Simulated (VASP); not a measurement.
PbS: single point with r2SCAN

The system is PbS.

```
Pb S
1.0
     0.00000    3.02552    3.02552
     3.02552    0.00000    3.02552
     3.02552    3.02552    0.00000
Pb S
1 1
Direct
  0.00000 0.00000 0.00000
  0.50000 0.50000 0.50000
```

This cell differs from its parent crystal: functional r2SCAN, strained.

* Program: VASP 6.6.1
* Task: single point
* Functional: r2SCAN
* Potentials or basis: VASP PAW PBE potentials, release 64 (Pb_d, S)
* Cutoff: 520 eV
* k mesh: 10 × 10 × 10
* Occupations: gaussian, width 0.05 eV
* Spin: no spin polarisation

```json
{
  "Pressure": "-2.1 GPa",
  "Band gap on the k mesh": "0.83 eV, direct"
}
```

Levels at points of the mesh, in eV from the valence-band top:
| k point | band 7 | band 8 | band 9 | band 10 | band 11 | band 12 | band 13 | band 14 |
| --- | --- | --- | --- | --- | --- | --- | --- | --- |
| (0.00, 0.00, 0.00) | -6.16 | -1.96 | -1.96 | -1.96 | 5.44 | 5.44 | 5.44 | 7.35 |
| (0.50, 0.00, 0.00) | -8.70 | -1.61 | -1.61 | 0.00 | 0.83 | 2.37 | 2.37 | 9.13 |
| (0.50, 0.50, 0.00) | -7.22 | -4.81 | -3.15 | -3.15 | 4.46 | 5.85 | 5.91 | 5.91 |

Run time: 49 s on 1 thread of Intel(R) Xeon(R) 6975P-C (Granite Rapids), on a shared host, peak memory 0.2 GiB.

Caveat: the cell differs from its parent crystal (functional r2SCAN, strained); the PAW data sets were made with another functional, which shifts forces and pressure a little; spin-orbit coupling is left out, which moves the levels of the heavy elements. A k mesh can miss the band edges.
